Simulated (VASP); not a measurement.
# Zr (P6_3/mmc) in VASP: notebook, part 2 of 2

VASP 6.6.1. Earlier steps stand in the parts before.

## 3. Single point, PBE

This run uses another cell than the first one, of 22.27 Å³/atom.

File INCAR:

```
SYSTEM = Zr
ALGO = Normal
EDIFF = 1E-7
ENCUT = 520
GGA = PE
ISIF = 2
ISMEAR = -1
LASPH = .TRUE.
LCHARG = .FALSE.
LREAL = .FALSE.
LWAVE = .FALSE.
NBANDS = 19
NELM = 80
PREC = Accurate
SIGMA = 0.05
```

File KPOINTS:

```
k-points
0
G
  9 9 5
  0 0 0
```

File POSCAR:

```
Zr
1.0
    3.1721294688      0.0000000000      0.0000000000
   -1.5860647344      2.7471447041      0.0000000000
    0.0000000000      0.0000000000      5.1108532816
Zr
2
Direct
    0.6666666667      0.3333333333      0.7500000000
    0.3333333333      0.6666666667      0.2500000000
```

Potentials or basis: VASP PAW PBE potentials, release 64 (Zr_sv).

Run with:

```bash
$ cat potpaw_PBE.64/Zr_sv/POTCAR > POTCAR
$ mpirun -np 1 vasp_std > vasp.out
```

OUTCAR:

```text
SYSTEM = Zr
   EDIFF = 1E-7
   ENCUT = 520
   GGA = PE
   ISIF = 2
   ISMEAR = -1
   LASPH = .TRUE.
   LREAL = .FALSE.
   NELM = 80
   PREC = Accurate

 ion  position               nearest neighbor table
   1  0.667  0.333  0.750-   2 3.14   2 3.14   2 3.14   2 3.14   2 3.14   2 3.14
   2  0.333  0.667  0.250-   1 3.14   1 3.14   1 3.14   1 3.14   1 3.14   1 3.14

  LATTYP: Found a hexagonal cell.
 ALAT       =     3.1721294688
 C/A-ratio  =     1.6111742386

  Lattice vectors:

 A1 = (   3.1721294688,   0.0000000000,   0.0000000000)
[... 191 lines left out ...]
      4     -16.8493      2.00000
      5     -16.8493      2.00000
      6     -16.7133      2.00000
[... 505 lines left out ...]
      6     -17.1947      2.00000
[... 11 lines left out ...]
     18      14.0942      0.00000
     19      16.6215      0.00000

 [... further k-points ...]
[... 5 lines left out ...]
  --------------------------------------------------------------------------------------
  -------------------------------------------------------------------------------------
  Total        1.3879863      1.3879863      1.3960196      0.0000000     -0.0000000      0.0000000
  in kB       49.9309578     49.9309578     50.2199466      0.0000000     -0.0000000      0.0000000
  external PRESSURE =      50.0272874 kB  Pullay stress =       0.0000000 kB

 VOLUME and BASIS-vectors are now :
 -----------------------------------------------------------------------------
  energy-cutoff  :      520.00
  volume of cell :       44.54
      direct lattice vectors                 reciprocal lattice vectors
     3.172129469  0.000000000  0.000000000     0.315245645  0.182007158  0.000000000
    -1.586064734  2.747144704  0.000000000     0.000000000  0.364014316  0.000000000
     0.000000000  0.000000000  5.110853282     0.000000000  0.000000000  0.195662044

 POSITION                                       TOTAL-FORCE (eV/Angst)
 -----------------------------------------------------------------------------------
      1.58606      0.91571      3.83314        -0.000000      0.000000      0.000000
     -0.00000      1.83143      1.27771         0.000000      0.000000      0.000000
 -----------------------------------------------------------------------------------
    total drift:                               -0.000000      0.000000     -0.000000

  FREE ENERGIE OF THE ION-ELECTRON SYSTEM (eV)
  ---------------------------------------------------
  free  energy   TOTEN  =       -17.0198028382 eV

  energy  without entropy=      -17.0032308336  energy(sigma->0) =      -17.01151684
```

OSZICAR:

```text
N       E                     dE             d eps       ncg     rms          rms(c)
DAV:   1     0.216314622776E+03    0.21631E+03   -0.13364E+04  1368   0.126E+03
DAV:   2    -0.127182478586E+01   -0.21759E+03   -0.21315E+03  1631   0.366E+02
DAV:   3    -0.172336201253E+02   -0.15962E+02   -0.15805E+02  2450   0.731E+01
DAV:   4    -0.176544515769E+02   -0.42083E+00   -0.42039E+00  1615   0.122E+01
DAV:   5    -0.176683573232E+02   -0.13906E-01   -0.13903E-01  2053   0.155E+00    0.156E+01
DAV:   6    -0.171172879914E+02    0.55107E+00   -0.85363E-01  1480   0.715E+00    0.631E+00
DAV:   7    -0.170130425341E+02    0.10425E+00   -0.57585E-01  1945   0.513E+00    0.114E+00
DAV:   8    -0.170196664982E+02   -0.66240E-02   -0.37637E-02  1758   0.150E+00    0.237E-01
DAV:   9    -0.170198376528E+02   -0.17115E-03   -0.13640E-03  1813   0.323E-01    0.290E-02
DAV:  10    -0.170198007116E+02    0.36941E-04   -0.36640E-05  1792   0.397E-02    0.198E-02
DAV:  11    -0.170198032311E+02   -0.25194E-05   -0.78491E-06  1551   0.304E-02    0.241E-03
DAV:  12    -0.170198031275E+02    0.10362E-06   -0.24092E-07  1382   0.319E-03    0.202E-03
DAV:  13    -0.170198028655E+02    0.26193E-06   -0.40573E-08   865   0.160E-03    0.536E-04
DAV:  14    -0.170198028382E+02    0.27333E-07   -0.12627E-08   822   0.983E-04
   1 F= -.17019803E+02 E0= -.17011517E+02  d E =-.165720E-01
```

Wall time 12 s (1 thread of Intel Xeon 6975P-C (Granite Rapids), shared host); peak memory 0.16 GiB.

Results:

| Item | Value |
| --- | --- |
| Free energy | -17.0198 eV |
| Pressure | 5.0 GPa |
| Band gap on the k mesh | zero (bands 12 and 13 overlap by 1.14 eV) |

Levels at points of the mesh, in eV from the Fermi level:
```csv
k point,band 9,band 10,band 11,band 12,band 13,band 14,band 15,band 16
"(0.00, 0.00, 0.00)",-5.73,-3.16,0.89,0.89,0.93,1.25,1.60,1.60
```

Caveat: the cell stands under pressure.

## 4. Single point, PBE

This run uses another cell than the first one, of 22.92 Å³/atom.

File INCAR:

```
SYSTEM = Zr
PREC = Accurate ; ENCUT = 520
EDIFF = 1E-6 ; ISMEAR = -1
SIGMA = 0.05 ; LREAL = .False.
LASPH = .True. ; NELM = 60
ALGO = Normal ; ISIF = 2
LWAVE = .False. ; LCHARG = .True.
GGA = PE ; LELF = .True.
LVHAR = .True. ; NBANDS = 19
```

File KPOINTS:

```
regular mesh
0
Gamma
  9 9 5
  0 0 0
```

File POSCAR:

```
Zr
1.0
    3.2046277184      0.0000000000      0.0000000000
   -1.6023138592      2.7752890138      0.0000000000
    0.0000000000      0.0000000000      5.1534684073
Zr
2
Direct
    0.6666666667      0.3333333333      0.7500000000
    0.3333333333      0.6666666667      0.2500000000
```

Potentials or basis: VASP PAW PBE potentials, release 64 (Zr_sv).

Run with:

```bash
$ cat potpaw_PBE.64/Zr_sv/POTCAR > POTCAR
$ mpirun -np 1 vasp_std > vasp.out
```

OUTCAR:

```text
SYSTEM = Zr
   PREC = Accurate
   ENCUT = 520
   EDIFF = 1E-6
   ISMEAR = -1
   LREAL = .False.
   LASPH = .True.
   NELM = 60
   ISIF = 2
   GGA = PE

 ion  position               nearest neighbor table
   1  0.667  0.333  0.750-   2 3.17   2 3.17   2 3.17   2 3.17   2 3.17   2 3.17
   2  0.333  0.667  0.250-   1 3.17   1 3.17   1 3.17   1 3.17   1 3.17   1 3.17

  LATTYP: Found a hexagonal cell.
 ALAT       =     3.2046277184
 C/A-ratio  =     1.6081332561

  Lattice vectors:
[... 191 lines left out ...]
      2     -39.4768      2.00000
      3     -18.1766      2.00000
      4     -17.2633      2.00000
      5     -17.2633      2.00000
      6     -17.1384      2.00000
[... 505 lines left out ...]
      6     -17.5729      2.00000
[... 11 lines left out ...]
     18      13.6278      0.00000
     19      16.0551      0.00000

 [... further k-points ...]
[... 5 lines left out ...]
  --------------------------------------------------------------------------------------
  -------------------------------------------------------------------------------------
  Total        0.5692812      0.5692812      0.5698031      0.0000000      0.0000000      0.0000000
  in kB       19.8999496     19.8999496     19.9181938      0.0000000      0.0000000      0.0000000
  external PRESSURE =      19.9060310 kB  Pullay stress =       0.0000000 kB

 VOLUME and BASIS-vectors are now :
 -----------------------------------------------------------------------------
  energy-cutoff  :      520.00
  volume of cell :       45.83
      direct lattice vectors                 reciprocal lattice vectors
     3.204627718  0.000000000  0.000000000     0.312048727  0.180161417  0.000000000
    -1.602313859  2.775289014  0.000000000     0.000000000  0.360322833  0.000000000
     0.000000000  0.000000000  5.153468407     0.000000000  0.000000000  0.194044073

 POSITION                                       TOTAL-FORCE (eV/Angst)
 -----------------------------------------------------------------------------------
      1.60231      0.92510      3.86510         0.000000      0.000000      0.000000
     -0.00000      1.85019      1.28837        -0.000000     -0.000000      0.000000
 -----------------------------------------------------------------------------------
    total drift:                               -0.000000      0.000000     -0.000000

  FREE ENERGIE OF THE ION-ELECTRON SYSTEM (eV)
  ---------------------------------------------------
  free  energy   TOTEN  =       -17.0484424156 eV

  energy  without entropy=      -17.0323493896  energy(sigma->0) =      -17.04039590
```

OSZICAR:

```text
N       E                     dE             d eps       ncg     rms          rms(c)
DAV:   1     0.217041129825E+03    0.21704E+03   -0.13390E+04  1368   0.126E+03
DAV:   2    -0.115570377576E+01   -0.21820E+03   -0.21397E+03  1571   0.369E+02
DAV:   3    -0.173373587758E+02   -0.16182E+02   -0.16023E+02  2450   0.715E+01
DAV:   4    -0.177232431491E+02   -0.38588E+00   -0.38555E+00  1605   0.116E+01
DAV:   5    -0.177361795009E+02   -0.12936E-01   -0.12933E-01  2003   0.141E+00    0.147E+01
DAV:   6    -0.171549236727E+02    0.58126E+00   -0.90293E-01  1490   0.725E+00    0.587E+00
DAV:   7    -0.170421109827E+02    0.11281E+00   -0.58955E-01  1934   0.513E+00    0.113E+00
DAV:   8    -0.170483333727E+02   -0.62224E-02   -0.38291E-02  1763   0.148E+00    0.240E-01
DAV:   9    -0.170484780214E+02   -0.14465E-03   -0.14098E-03  1778   0.331E-01    0.292E-02
DAV:  10    -0.170484404276E+02    0.37594E-04   -0.41199E-05  1838   0.377E-02    0.216E-02
DAV:  11    -0.170484423833E+02   -0.19557E-05   -0.84665E-06  1510   0.317E-02    0.202E-03
DAV:  12    -0.170484424156E+02   -0.32378E-07   -0.25795E-07   824   0.380E-03
   1 F= -.17048442E+02 E0= -.17040396E+02  d E =-.160930E-01
```

stdout:

```text
POSCAR found type information on POSCAR Zr
 POSCAR found :  1 types and       2 ions
 scaLAPACK will be used
 LDA part: xc-table for (Slater+PW92), standard interpolation
 POSCAR, INCAR and KPOINTS ok, starting setup
 FFT: planning ... GRIDC
 FFT: planning ... GRID_SOFT
 FFT: planning ... GRID
 WAVECAR not read
 entering main loop
```

Run time: 11 s. Hardware: 1 thread of Intel Xeon 6975P-C (Granite Rapids), shared host; peak memory 0.17 GiB.

What came out:

```
Free energy            : -17.0484 eV
Pressure               : 2.0 GPa
Band gap on the k mesh : zero (bands 12 and 13 overlap by 1.14 eV)
```

## 5. Summary

```csv
cell,gap on the mesh (eV),pressure (GPa)
"a = 3.122, b = 3.122, c = 5.054 Å, angles 90.0, 90.0, 120.0°, 2 atoms",none,10.0
"a = 3.172, b = 3.172, c = 5.111 Å, angles 90.0, 90.0, 120.0°, 2 atoms",none,5.0
"a = 3.205, b = 3.205, c = 5.153 Å, angles 90.0, 90.0, 120.0°, 2 atoms",none,2.0
```

Alike in all rows: task single point; level PBE; potentials or basis VASP PAW PBE potentials, release 64 (Zr_sv); no spin polarisation; k mesh 9 × 9 × 5; cutoff (eV) 520; smearing fermi-dirac 0.05 eV.

Caveats: the cell stands under pressure (at least some runs).

Absolute energies hang on the potentials; compare differences alone.
